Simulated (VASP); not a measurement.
# V: single point with PBE

V:

```
CELL_PARAMETERS angstrom
2.48122 0.00000 0.00000
0.00000 2.48122 0.00000
0.00000 0.00000 2.48122
ATOMIC_POSITIONS crystal
V 0.00000 0.00000 0.00000
```

This isn't the form of V at room conditions, which is bcc.

| Quantity | Value |
| --- | --- |
| Program | VASP 6.6.1 |
| Task | single point |
| Functional | PBE |
| Potentials or basis | VASP PAW PBE potentials, release 64 (V_sv) |
| Cutoff | 520 eV |
| k mesh | 22 × 22 × 22 |
| Occupations | fermi-dirac, width 0.0612256 eV |
| Spin | no spin polarisation |

```json
{"Pressure": "-4.9 GPa", "Band gap on the k mesh": "zero (an odd number of electrons rules out a gap without spin polarisation)"}
```

Levels at points of the mesh, in eV from the Fermi level:
```csv
k point,band 4,band 5,band 6,band 7,band 8,band 9,band 10,band 11
"(0.00, 0.00, 0.00)",-37.22,-6.25,-2.03,-2.03,3.34,3.34,3.34,17.78
"(0.50, 0.00, 0.00)",-37.13,-2.23,-1.30,-0.22,1.46,1.46,3.51,7.37
"(0.50, 0.50, 0.00)",-37.05,-3.35,-0.70,1.87,1.87,4.50,5.87,5.87
"(0.50, 0.50, 0.50)",-37.89,-1.81,-1.81,-1.81,4.60,4.60,10.30,12.85
```

It took 33 s on 1 thread of Intel Xeon 8259CL (shared host), peak memory 0.17 GiB.

Caveat: the cell stands under tension.
